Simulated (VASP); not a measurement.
Wanted: the native input for a VASP 6.6.1 run.

- Task: single point
- Functional: PBE
- Potentials or basis: VASP PAW PBE potentials, release 64 (C)
- Cutoff: 520 eV
- k mesh: 30 × 30 × 12
- Occupations: gaussian, width 0.1 eV
- Spin: no spin polarisation
- Dipole correction: no
- Further INCAR settings: ALGO = Normal; EDIFF = 1e-06; NBANDS = 11

The structure of C lies in POSCAR:

```
C
1.0
    1.7886260165      0.0000000000      0.0000000000
    0.0000000000      1.7886260165      0.0000000000
    0.0000000000      0.0000000000      5.2620747260
C
2
Direct
    0.0000000000      0.0000000000      0.8571401152
    0.0000000000      0.0000000000      0.1428598848
```

The cell was built from a structure type or drawn by symmetry, and may not be a known phase.

One way to write it, as run:

INCAR

```
PREC     = Accurate       # precision mode
ENCUT    = 520            # plane-wave cutoff, eV
EDIFF    = 1E-6           # SCF threshold, eV
ISMEAR   = 0              # smearing method
SIGMA    = 0.1            # smearing width, eV
LREAL    = False          # projectors in reciprocal space
LASPH    = True           # aspherical terms in the spheres
NELM     = 60             # most SCF steps
ALGO     = Normal         # electronic algorithm
ISIF     = 2              # what is computed and relaxed
LWAVE    = False          # write WAVECAR
LCHARG   = False          # write CHGCAR
GGA      = PE             # functional
NBANDS   = 11             # bands
```

KPOINTS

```
Automatic mesh
0
Gamma
  30 30 12
```

Potentials or basis: VASP PAW PBE potentials, release 64 (C).

The run is started by

```sh
$ cat potpaw_PBE.64/C/POTCAR > POTCAR
$ mpirun -np 1 vasp_std > vasp.out
```

It gave:

```json
{"Pressure": "0.4 GPa", "Largest force": "0.055 eV/Å", "Band gap on the k mesh": "zero (bands 4 and 5 overlap by 7.84 eV)"}
```

Caveat: this functional lacks dispersion, which binds the layers, so the pressure and a relaxed spacing across them are unreliable.

It took 66 s on 1 thread of Intel(R) Xeon(R) Platinum 8488C (Sapphire Rapids), on a shared host, peak memory 0.24 GiB.
